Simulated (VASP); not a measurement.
Pd:

```xyz
2
Lattice="2.7460 0.0000 0.0000 -1.3730 2.3781 0.0000 0.0000 0.0000 4.5663" Properties=species:S:1:pos:R:3 pbc="T T T"
Pd    0.0000    1.5854    1.1416
Pd    1.3730    0.7927    3.4247
```

Base run:

| Quantity | Value |
| --- | --- |
| Program | VASP 6.6.1 |
| Functional | PBE |
| Potentials or basis | VASP PAW PBE potentials, release 64 (Pd) |
| Cutoff | 520 eV |
| k mesh | 11 × 11 × 6 |
| Occupations | fermi-dirac, width 0.05 eV |
| Spin | no spin polarisation |

Its results: band gap on the k mesh zero (band 10 reaches 9.75 eV, above the bottom of band 11 at 8.91 eV); pressure 5.5 GPa.

Task: The run is repeated on the same cell with these changes: functional from PBE to PBEsol; further incar settings from ALGO = Fast; EDIFF = 1e-06; NBANDS = 17 to ALGO = Fast; EDIFF = 1e-07; NBANDS = 17. What comes out?

Result: Band gap on the k mesh zero (band 10 reaches 9.60 eV, above the bottom of band 11 at 8.75 eV); pressure -4.0 GPa.

Caveats: the PAW data sets were made with another functional, which shifts forces and pressure a little (some runs).
